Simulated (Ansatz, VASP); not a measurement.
# Two plane-wave programs on Ni

Contents of INCAR:

```
PREC     = Accurate       # precision mode
ENCUT    = 520            # plane-wave cutoff, eV
EDIFF    = 1E-6           # SCF threshold, eV
ISMEAR   = -1             # smearing method
SIGMA    = 0.05           # smearing width, eV
LREAL    = False          # projectors in reciprocal space
LASPH    = True           # aspherical terms in the spheres
NELM     = 150            # most SCF steps
ALGO     = Normal         # electronic algorithm
ISIF     = 2              # what is computed and relaxed
LWAVE    = False          # write WAVECAR
LCHARG   = False          # write CHGCAR
ISPIN    = 2              # spin polarisation
MAGMOM   = 0.607          # initial moments
LORBIT   = 11             # projections on sites
LMAXMIX  = 4              # l up to which the mixer works
GGA      = RE             # functional
NBANDS   = 15             # bands
```

The input KPOINTS:

```
Automatic mesh
0
Gamma
  18 18 18
```

POSCAR

```
Ni
1.0
   -1.3715582710      1.3715582710      1.3715582710
    1.3715582710     -1.3715582710      1.3715582710
    1.3715582710      1.3715582710     -1.3715582710
Ni
1
Direct
    0.0000000000      0.0000000000      0.0000000000
```

Input for Ansatz:

```yaml
crystal:
  lattice:
    - [-1.371558271, 1.371558271, 1.371558271]
    - [1.371558271, -1.371558271, 1.371558271]
    - [1.371558271, 1.371558271, -1.371558271]
  atoms:
    - { symbol: Ni, position: [0.0, 0.0, 0.0], spin: 0.607 }
hamiltonian:
  xc: revpbe
  pseudopotentials:
    kind: paw
    azcp:
      Ni: "pseudopotentials/Ni.paw.azcp"
basis:
  ecutwfc: 420
  fft_grid_basis: typed
kpoints:
  mp_grid: { grid: [18, 18, 18], shift: [0, 0, 0] }
magnetization:
  spin_polarized: true
scf:
  occupations: { method: fermi_dirac, width: 0.05 }
  lower_state_search: "off"
output:
  stress: true
```

Alike in both runs: task single point; functional revPBE; k mesh 18 × 18 × 18; occupations fermi-dirac, width 0.05 eV; collinear spin.

|  | VASP | Ansatz |
| --- | --- | --- |
| version | VASP 6.6.1 | Ansatz 0.2.0 |
| potentials or method | VASP PAW PBE potentials, release 64 (Ni), cutoff 520 eV | plane waves (420 eV) with PAW, scalar-relativistic |
| valence electrons in the cell | 10 | 18 |

```tsv
	VASP	Ansatz	Ansatz less VASP
pressure (GPa)	18.3	18.5	+0.17
net moment per atom (μB)	0.54	0.55	+0.004
size of the moment on the site where the two differ most (μB)	0.55	0.58	+0.029
```

VASP's potentials were made for PBE, not for revPBE. Site moments also hang on the region over which each program counts them. VASP's potentials hold 10 valence electrons a cell and Ansatz's 18, so a difference there can come from the potentials and not from the codes.
